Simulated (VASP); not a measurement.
# Pb (P6_3/mmc) in VASP: single point with PBE

Aim: the single point of Pb with PBE.

Everything below comes from runs of VASP 6.6.1. Logs are shortened: lines on timing, memory, paths and dates and some standing lists are left out, and cuts for length are marked.

## Step 1: The cell of the first run

Symmetry: P6_3/mmc, No. 194, hexagonal system. Conventional cell: a = 3.540 Å, b = 3.540 Å, c = 5.871 Å, α = 90.00°, β = 90.00°, γ = 120.00°. Pb (site symmetry -6m2) has 12 Pb at 3.54 to 3.58 Å within 4.7 Å.

This isn't the form of Pb at room conditions, which is fcc.

## Step 2: Single point, PBE

File INCAR:

```
SYSTEM = Pb
ALGO     = Normal         ! electronic algorithm
EDIFF    = 1E-6           ! SCF threshold, eV
ENCUT    = 520            ! plane-wave cutoff, eV
GGA      = PE             ! functional
ISIF     = 2              ! what is computed and relaxed
ISMEAR   = -1             ! smearing method
LASPH    = .True.         ! aspherical terms in the spheres
LCHARG   = .False.        ! write CHGCAR
LREAL    = .False.        ! projectors in reciprocal space
LWAVE    = .False.        ! write WAVECAR
NBANDS   = 21             ! bands
NELM     = 100            ! most SCF steps
PREC     = Accurate       ! precision mode
SIGMA    = 0.08           ! smearing width, eV
```

File KPOINTS:

```
k-points
0
Gamma
  12 12 6
  0 0 0
```

File POSCAR:

```
Pb
1.0
    1.7698145252     -3.0654086775      0.0000000000
    1.7698145251      3.0654086776      0.0000000000
    0.0000000000      0.0000000000      5.8709050500
Pb
2
Direct
    0.6666666670      0.3333333330      0.2500000000
    0.3333333330      0.6666666670      0.7500000000
```

Potentials or basis: VASP PAW PBE potentials, release 64 (Pb_d).

On the command line:

```console
> cat potpaw_PBE.64/Pb_d/POTCAR > POTCAR
> mpirun -np 1 vasp_std > vasp.out
```

OUTCAR:

```text
SYSTEM = Pb
   EDIFF = 1E-6
   ENCUT = 520
   GGA = PE
   ISIF = 2
   ISMEAR = -1
   LASPH = .True.
   LREAL = .False.
   NELM = 100
   PREC = Accurate

 ion  position               nearest neighbor table
   1  0.667  0.333  0.250-   2 3.58   2 3.58   2 3.58   2 3.58   2 3.58   2 3.58
   2  0.333  0.667  0.750-   1 3.58   1 3.58   1 3.58   1 3.58   1 3.58   1 3.58

  LATTYP: Found a hexagonal cell.
 ALAT       =     3.5396290503
 C/A-ratio  =     1.6586215580

  Lattice vectors:

 A1 = (   1.7698145252,  -3.0654086775,   0.0000000000)
 A2 = (   1.7698145251,   3.0654086776,   0.0000000000)
 A3 = (   0.0000000000,   0.0000000000,   5.8709050500)

Analysis of symmetry for initial positions (statically):
=====================================================================
 Subroutine PRICEL returns:
 Original cell was already a primitive cell.

 Routine SETGRP: Setting up the symmetry group for a
 hexagonal supercell.

 Subroutine GETGRP returns: Found 24 space group operations
 (whereof 12 operations were pure point group operations)
 out of a pool of 24 trial point group operations.

The static configuration has the point symmetry D_3d.
 The point group associated with its full space group is D_6h.

Analysis of symmetry for dynamics (positions and initial velocities):
=====================================================================
 Subroutine PRICEL returns:
 Original cell was already a primitive cell.

 Routine SETGRP: Setting up the symmetry group for a
 hexagonal supercell.

 Subroutine GETGRP returns: Found 24 space group operations
 (whereof 12 operations were pure point group operations)
 out of a pool of 24 trial point group operations.

The dynamic configuration has the point symmetry D_3d.
 The point group associated with its full space group is D_6h.

 Subroutine INISYM returns: Found 24 space group operations
 (whereof 12 operations are pure point group operations),
 and found     1 'primitive' translations

----------------------------------------------------------------------------------------

                                     Primitive cell

  volume of cell :      63.7017

  direct lattice vectors                    reciprocal lattice vectors
     1.769814525 -3.065408677  0.000000000     0.282515480 -0.163110388  0.000000000
     1.769814525  3.065408678  0.000000000     0.282515480  0.163110388  0.000000000
     0.000000000  0.000000000  5.870905050     0.000000000  0.000000000  0.170331489

  length of vectors
[... 81 lines left out ...]
   NELM   =    100;   NELMIN=  2; NELMDL= -5     # of ELM steps
   EDIFF  = 0.1E-05   stopping-criterion for ELM
   LREAL  =      F    real-space projection
   EDIFFG = 0.1E-04   stopping-criterion for IOM
   NSW    =      0    number of steps for IOM
   IBRION =     -1    ionic relax: 0-MD 1-quasi-New 2-CG
   NFREE  =      0    steps in history (QN), initial steepest desc. (CG)
   ISIF   =      2    stress and relaxation
   ISYM   =      2    0-nonsym 1-usesym 2-fastsym
   POTIM  = 0.5000    time-step for ionic-motion
   TEBEG  =    0.0;   TEEND  =   0.0 temperature during run
   PSTRESS=    0.0 pullay stress
   NELECT =      28.0000    total number of electrons
   NUPDOWN=      -1.0000    fix difference up-down
   EMIN   =  10.00;   EMAX   =-10.00  energy-range for DOS
   EFERMI =   0.00;   METHOD = LEGACY
   ISMEAR =    -1;   SIGMA  =   0.08  broadening in eV -4-tet -1-fermi 0-gaus
   EFERMI_NEDOS =   21; number of points for ismear=-14 and -15
   IALGO  =     38    algorithm
   IMIX   =      4    mixing-type and parameters
     AMIX     =   0.40;   BMIX     =  1.00
     AMIX_MAG =   1.60;   BMIX_MAG =  1.00
  volume/ion in A,a.u.               =      31.85       214.94
  Fermi-wavevector in a.u.,A,eV,Ry     =   1.244736  2.352209 21.080414  1.549367
  Thomas-Fermi vector in A             =   2.378989
   LORBIT       =      0    0 simple, 1 ext, 2 COOP (PROOUT), +10 PAW based schemes
   GGA     = PE    functional components
   LHFCALC =     F    Hartree Fock is set to
   AEXX    =    0.0000 exact exchange contribution
   IVDW    =     0    specifies the selected vdW correction
   LEPSILON=     F    determine dielectric tensor
   LRPA    =     F    only Hartree local field effects (RPA)
 non-spin polarized calculation
  energy-cutoff  :      520.00
  volume of cell :       63.70
 maximum number of plane-waves:      1761
 NGX is ok and might be reduce to    28
   NGX = 13   NGY = 13   NGZ = 21

 number of electron      27.9999995 magnetization

 Free energy of the ion-electron system (eV)
  ---------------------------------------------------
  ext. energy  EPLUGINS =         0.00000000
  ---------------------------------------------------
  free energy    TOTEN  =        -7.11502822 eV

  energy without entropy =       -7.09015446  energy(sigma->0) =       -7.10259134

 E-fermi :   6.7520     XC(G=0):  -9.9530

 val. band max:        6.7023587424   @ k =   0.4167   0.1667   0.0000
 cond. band min:       6.7704578733   @ k =   0.4167   0.1667   0.3333
 fundamental gap:      0.0680991309
 Fermi energy:         6.7520159007

 k-point     1 :       0.0000    0.0000    0.0000
  band No.  band energies     occupation
      1     -10.3268      2.00000
      2     -10.3151      2.00000
      3     -10.2874      2.00000
      4     -10.2874      2.00000
      5     -10.2709      2.00000
      6     -10.2709      2.00000
[... 565 lines left out ...]
     20      14.5335      0.00000
     21      16.1224      0.00000

 [... further k-points ...]

------------------------ aborting loop because EDIFF is reached ----------------------------------------

  FORCE on cell =-STRESS in cart. coord.  units (eV):
  Direction    XX          YY          ZZ          XY          YZ          ZX
  --------------------------------------------------------------------------------------
  -------------------------------------------------------------------------------------
  Total       -0.0008847     -0.0008847     -0.1117047     -0.0000000      0.0000000      0.0000000
  in kB       -0.0222504     -0.0222504     -2.8095111     -0.0000000      0.0000000      0.0000000
  external PRESSURE =      -0.9513373 kB  Pullay stress =       0.0000000 kB

 VOLUME and BASIS-vectors are now :
 -----------------------------------------------------------------------------
  energy-cutoff  :      520.00
  volume of cell :       63.70
      direct lattice vectors                 reciprocal lattice vectors
     1.769814525 -3.065408677  0.000000000     0.282515480 -0.163110388  0.000000000
     1.769814525  3.065408678  0.000000000     0.282515480  0.163110388  0.000000000
     0.000000000  0.000000000  5.870905050     0.000000000  0.000000000  0.170331489

 POSITION                                       TOTAL-FORCE (eV/Angst)
 -----------------------------------------------------------------------------------
      1.76981     -1.02180      1.46773         0.000000      0.000000      0.000000
      1.76981      1.02180      4.40318        -0.000000     -0.000000      0.000000
 -----------------------------------------------------------------------------------
    total drift:                               -0.000000      0.000001      0.000000

  FREE ENERGIE OF THE ION-ELECTRON SYSTEM (eV)
  ---------------------------------------------------
  free  energy   TOTEN  =        -7.1150282181 eV

  energy  without entropy=       -7.0901544610  energy(sigma->0) =       -7.10259134
```

OSZICAR:

```text
N       E                     dE             d eps       ncg     rms          rms(c)
DAV:   1     0.294358036369E+03    0.29436E+03   -0.14298E+04  3200   0.161E+03
DAV:   2     0.141088002772E+02   -0.28025E+03   -0.27369E+03  3232   0.405E+02
DAV:   3    -0.646294192297E+01   -0.20572E+02   -0.20346E+02  3907   0.136E+02
DAV:   4    -0.710356763146E+01   -0.64063E+00   -0.64041E+00  3831   0.274E+01
DAV:   5    -0.713548483763E+01   -0.31917E-01   -0.31916E-01  4336   0.558E+00    0.690E-01
DAV:   6    -0.711890439157E+01    0.16580E-01   -0.35727E-02  4255   0.242E+00    0.354E-01
DAV:   7    -0.711507266796E+01    0.38317E-02   -0.13719E-02  4312   0.153E+00    0.131E-01
DAV:   8    -0.711504389911E+01    0.28769E-04   -0.11084E-03  4278   0.465E-01    0.195E-02
DAV:   9    -0.711502808574E+01    0.15813E-04   -0.45284E-05  4215   0.104E-01    0.754E-03
DAV:  10    -0.711502821812E+01   -0.13237E-06   -0.37196E-06  3188   0.151E-02
   1 F= -.71150282E+01 E0= -.71025913E+01  d E =-.248738E-01
```

Wall time 26 s (1 thread of Intel Xeon 6975P-C (Granite Rapids), shared host); peak memory 0.23 GiB.

Results:

| Item | Value |
| --- | --- |
| Free energy | -7.1150 eV |
| Pressure | -0.1 GPa |
| Band gap on the k mesh | zero (bands 14 and 15 overlap by 7.48 eV) |

Caveat: spin-orbit coupling is left out, which moves the levels of the heavy elements.
